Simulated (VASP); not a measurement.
# Bi in VASP: further runs

The runs below take Bi through single point, with PBEsol.

Everything below comes from runs of VASP 6.6.1. Logs are shortened: lines on timing, memory, paths and dates and some standing lists are left out, and cuts for length are marked.

### 1 The cell of the first run

The cell holds a slab with vacuum, 1 atom: a = 3.493 Å, b = 3.493 Å, c = 11.000 Å, α = 90.00°, β = 90.00°, γ = 120.00°.

### 2 Single point, PBEsol

File INCAR:

```
  PREC = Accurate
  ENCUT = 520
  EDIFF = 1E-6
  ISMEAR = -1
  SIGMA = 0.1
  LREAL = F
  LASPH = T
  NELM = 60
  ALGO = Normal
  ISIF = 2
  LWAVE = F
  LCHARG = F
  LDIPOL = T
  IDIPOL = 3
  DIPOL = 0.5 0.5 0.500
  GGA = PS
  NBANDS = 14
```

File KPOINTS:

```
Automatic mesh
0
Gamma
  11 11 1
```

File POSCAR:

```
Bi
1.0
    3.4925611920      0.0000000000      0.0000000000
   -1.7462805960      3.0246467165      0.0000000000
    0.0000000000      0.0000000000     11.0000000000
Bi
1
Direct
    0.0000000000      0.0000000000      0.5000000000
```

Potentials or basis: VASP PAW PBE potentials, release 64 (Bi_d).

On the command line:

```console
cat potpaw_PBE.64/Bi_d/POTCAR > POTCAR
mpirun -np 1 vasp_std > vasp.out
```

OUTCAR:

```text
PREC = Accurate
   ENCUT = 520
   EDIFF = 1E-6
   ISMEAR = -1
   LREAL = F
   LASPH = T
   NELM = 60
   ISIF = 2
   GGA = PS

 ion  position               nearest neighbor table
   1  0.000  0.000  0.500-

  LATTYP: Found a hexagonal cell.
 ALAT       =     3.4925611920
 C/A-ratio  =     3.1495511160

  Lattice vectors:

 A1 = (   3.4925611920,   0.0000000000,   0.0000000000)
 A2 = (  -1.7462805960,   3.0246467165,   0.0000000000)
 A3 = (   0.0000000000,   0.0000000000,  11.0000000000)

Analysis of symmetry for initial positions (statically):
=====================================================================
 Subroutine PRICEL returns:
 Original cell was already a primitive cell.

 Routine SETGRP: Setting up the symmetry group for a
 hexagonal supercell.

 Subroutine GETGRP returns: Found 24 space group operations
 (whereof 24 operations were pure point group operations)
 out of a pool of 24 trial point group operations.

The static configuration has the point symmetry D_6h.

Analysis of symmetry for dynamics (positions and initial velocities):
=====================================================================
 Subroutine PRICEL returns:
 Original cell was already a primitive cell.

 Routine SETGRP: Setting up the symmetry group for a
 hexagonal supercell.

 Subroutine GETGRP returns: Found 24 space group operations
 (whereof 24 operations were pure point group operations)
 out of a pool of 24 trial point group operations.

The dynamic configuration has the point symmetry D_6h.

 Subroutine INISYM returns: Found 24 space group operations
 (whereof 24 operations are pure point group operations),
 and found     1 'primitive' translations

----------------------------------------------------------------------------------------

                                     Primitive cell

  volume of cell :     116.2014

  direct lattice vectors                    reciprocal lattice vectors
     3.492561192  0.000000000  0.000000000     0.286322829  0.165308562  0.000000000
    -1.746280596  3.024646716  0.000000000     0.000000000  0.330617124  0.000000000
     0.000000000  0.000000000 11.000000000     0.000000000  0.000000000  0.090909091

  length of vectors
     3.492561192  3.492561192 11.000000000     0.330617124  0.330617124  0.090909091

  position of ions in fractional coordinates (direct lattice)
     0.000000000  0.000000000  0.500000000

  ion indices of the primitive-cell ions
   primitive index   ion index
[... 78 lines left out ...]
   EFERMI =   0.00;   METHOD = LEGACY
   ISMEAR =    -1;   SIGMA  =   0.10  broadening in eV -4-tet -1-fermi 0-gaus
   EFERMI_NEDOS =   21; number of points for ismear=-14 and -15
   IALGO  =     38    algorithm
   IMIX   =      4    mixing-type and parameters
     AMIX     =   0.40;   BMIX     =  1.00
     AMIX_MAG =   1.60;   BMIX_MAG =  1.00
  volume/ion in A,a.u.               =     116.20       784.17
  Fermi-wavevector in a.u.,A,eV,Ry     =   0.827373  1.563509  9.313820  0.684546
  Thomas-Fermi vector in A             =   1.939566
   LORBIT       =      0    0 simple, 1 ext, 2 COOP (PROOUT), +10 PAW based schemes
   GGA     = PS    functional components
   LHFCALC =     F    Hartree Fock is set to
   AEXX    =    0.0000 exact exchange contribution
   IVDW    =     0    specifies the selected vdW correction
   LEPSILON=     F    determine dielectric tensor
   LRPA    =     F    only Hartree local field effects (RPA)
 non-spin polarized calculation
  energy-cutoff  :      520.00
  volume of cell :      116.20
 maximum number of plane-waves:      3169
 NGX is ok and might be reduce to    28
   NGX = 13   NGY = 13   NGZ = 41

 dipolmoment           0.000000      0.000000     -0.000000 electrons x Angstroem

 number of electron      15.0000001 magnetization

 dipolmoment           0.000000      0.000000      0.000000 electrons x Angstroem

 Free energy of the ion-electron system (eV)
  ---------------------------------------------------
  ext. energy  EPLUGINS =         0.00000000
  ---------------------------------------------------
  free energy    TOTEN  =        -3.46722681 eV

  energy without entropy =       -3.41593583  energy(sigma->0) =       -3.44158132

 E-fermi :  -1.2824     XC(G=0):  -4.0864

 val. band max:       -1.3626208837   @ k =   0.3636   0.1818   0.0000
 cond. band min:      -1.2731030718   @ k =   0.2727   0.1818   0.0000
 fundamental gap:      0.0895178119
 Fermi energy:        -1.2824163430

 k-point     1 :       0.0000    0.0000    0.0000
  band No.  band energies     occupation
      1     -24.1304      2.00000
      2     -24.1304      2.00000
      3     -24.1281      2.00000
      4     -24.0314      2.00000
      5     -24.0314      2.00000
      6     -13.3147      2.00000
      7      -3.4605      2.00000
      8       1.9215      0.00000
      9       3.6598      0.00000
     10       3.6598      0.00000
     11       3.9688      0.00000
     12       4.4824      0.00000
     13       8.0903      0.00000
     14       9.0645      0.00000
[... 241 lines left out ...]
      1     -24.0861      2.00000
      2     -24.0813      2.00000
      3     -24.0691      2.00000
      4     -24.0406      2.00000
      5     -24.0303      2.00000
      6     -10.7527      2.00000
      7      -3.9902      2.00000
      8      -2.8134      2.00000
      9      -0.4142      0.00034
     10       4.3786      0.00000
     11       5.3672      0.00000
     12       6.7690      0.00000
     13       7.0109      0.00000
     14       8.3704      0.00000

------------------------ aborting loop because EDIFF is reached ----------------------------------------

 vacuum level on the upper side and lower side of the slab       (xc-potential included)        -0.258        -0.258

  FORCE on cell =-STRESS in cart. coord.  units (eV):
  Direction    XX          YY          ZZ          XY          YZ          ZX
  --------------------------------------------------------------------------------------
  -------------------------------------------------------------------------------------
  Total       -2.2856522     -2.2856522     -0.0118183      0.0000000     -0.0000000      0.0000000
  in kB      -31.5144229    -31.5144229     -0.1629499      0.0000000     -0.0000000      0.0000000
  external PRESSURE =     -21.0639319 kB  Pullay stress =       0.0000000 kB

 VOLUME and BASIS-vectors are now :
 -----------------------------------------------------------------------------
  energy-cutoff  :      520.00
  volume of cell :      116.20
      direct lattice vectors                 reciprocal lattice vectors
     3.492561192  0.000000000  0.000000000     0.286322829  0.165308562  0.000000000
    -1.746280596  3.024646716  0.000000000     0.000000000  0.330617124  0.000000000
     0.000000000  0.000000000 11.000000000     0.000000000  0.000000000  0.090909091

 POSITION                                       TOTAL-FORCE (eV/Angst)
 -----------------------------------------------------------------------------------
      0.00000      0.00000      5.50000         0.000000      0.000000      0.000000
 -----------------------------------------------------------------------------------
    total drift:                               -0.000000      0.000000      0.000000

  FREE ENERGIE OF THE ION-ELECTRON SYSTEM (eV)
  ---------------------------------------------------
  free  energy   TOTEN  =        -3.4672268113 eV

  energy  without entropy=       -3.4159358289  energy(sigma->0) =       -3.44158132

 vacuum level on the upper side and lower side of the slab         3.063         3.063
```

OSZICAR:

```text
N       E                     dE             d eps       ncg     rms          rms(c)
DAV:   1     0.110109650885E+03    0.11011E+03   -0.71012E+03   464   0.854E+02
DAV:   2     0.411667269512E+01   -0.10599E+03   -0.10027E+03   514   0.238E+02
DAV:   3    -0.323573302340E+01   -0.73524E+01   -0.72991E+01   562   0.798E+01
DAV:   4    -0.347440282181E+01   -0.23867E+00   -0.23861E+00   660   0.153E+01
DAV:   5    -0.347709506921E+01   -0.26922E-02   -0.26922E-02   650   0.121E+00    0.473E-01
DAV:   6    -0.346872470142E+01    0.83704E-02   -0.11631E-02   544   0.127E+00    0.273E-01
DAV:   7    -0.346707904100E+01    0.16457E-02   -0.73197E-03   496   0.854E-01    0.983E-02
DAV:   8    -0.346713780518E+01   -0.58764E-04   -0.56976E-04   466   0.332E-01    0.205E-02
DAV:   9    -0.346709786109E+01    0.39944E-04   -0.34525E-05   598   0.536E-02    0.110E-02
DAV:  10    -0.346709989779E+01   -0.20367E-05   -0.22152E-05   460   0.443E-02    0.108E-02
DAV:  11    -0.346715278298E+01   -0.52885E-04   -0.12441E-05   460   0.321E-02    0.435E-03
DAV:  12    -0.346720100726E+01   -0.48224E-04   -0.39675E-06   448   0.135E-02    0.195E-03
DAV:  13    -0.346722128135E+01   -0.20274E-04   -0.19928E-06   430   0.118E-02    0.978E-04
DAV:  14    -0.346722553325E+01   -0.42519E-05   -0.22300E-07   406   0.280E-03    0.488E-04
DAV:  15    -0.346722674254E+01   -0.12093E-05   -0.59487E-08   370   0.153E-03    0.848E-05
DAV:  16    -0.346722681129E+01   -0.68744E-07   -0.54055E-09   408   0.651E-04
   1 F= -.34672268E+01 E0= -.34415813E+01  d E =-.512910E-01
```

stdout:

```text
POSCAR found type information on POSCAR Bi
 POSCAR found :  1 types and       1 ions
 scaLAPACK will be used
 -----------------------------------------------------------------------------
|                                                                             |
|                                                                             |
|     You enforced a specific xc type in the INCAR file but a different       |
|     I HOPE YOU KNOW WHAT YOU ARE DOING!                                     |
|                                                                             |
 -----------------------------------------------------------------------------

 LDA part: xc-table for (Slater+PW92), standard interpolation
 POSCAR, INCAR and KPOINTS ok, starting setup
 FFT: planning ... GRIDC
 FFT: planning ... GRID_SOFT
 FFT: planning ... GRID
 WAVECAR not read
 entering main loop
```

Wall time 12 s (1 thread of Intel Xeon 6975P-C (Granite Rapids), shared host); peak memory 0.23 GiB.

Results:

* Free energy: -3.4672 eV
* Band gap on the k mesh: zero (an odd number of electrons rules out a gap without spin polarisation)

Caveat: the PAW data sets were made with another functional, which shifts forces and pressure a little; spin-orbit coupling is left out, which moves the levels of the heavy elements.

### 3 Single point, PBEsol

File INCAR:

```
SYSTEM = Bi
  PREC = Accurate
  ENCUT = 520
  EDIFF = 1E-6
  ISMEAR = -1
  SIGMA = 0.1
  LREAL = .FALSE.
  LASPH = .TRUE.
  NELM = 100
  ALGO = Normal
  ISIF = 2
  LWAVE = .FALSE.
  LCHARG = .FALSE.
  LDIPOL = .TRUE.
  IDIPOL = 3
  DIPOL = 0.5 0.5 0.500
  GGA = PS
  NBANDS = 14
```

File KPOINTS:

```
regular mesh
0
G
  11 11 1
  0 0 0
```

POSCAR is that of step 2.

Potentials or basis: VASP PAW PBE potentials, release 64 (Bi_d).

On the command line:

```console
cat potpaw_PBE.64/Bi_d/POTCAR > POTCAR
mpirun -np 1 vasp_std > vasp.out
```

Wall time 12 s (1 thread of Intel Xeon 6975P-C (Granite Rapids), shared host); peak memory 0.23 GiB.

The run converged. Its results:

```yaml
Free_energy: -3.4672 eV
Band_gap_on_the_k_mesh: zero (an odd number of electrons rules out a gap without spin polarisation)
```

Levels at points of the mesh, in eV from the Fermi level:
```tsv
k point	band 3	band 4	band 5	band 6	band 7	band 8	band 9	band 10	band 11	band 12
(0.00, 0.00, 0.00)	-22.85	-22.75	-22.75	-12.03	-2.18	3.20	4.94	4.94	5.25	5.76
```

Caveat: the PAW data sets were made with another functional, which shifts forces and pressure a little; spin-orbit coupling is left out, which moves the levels of the heavy elements.

[end of part 1 of 2]
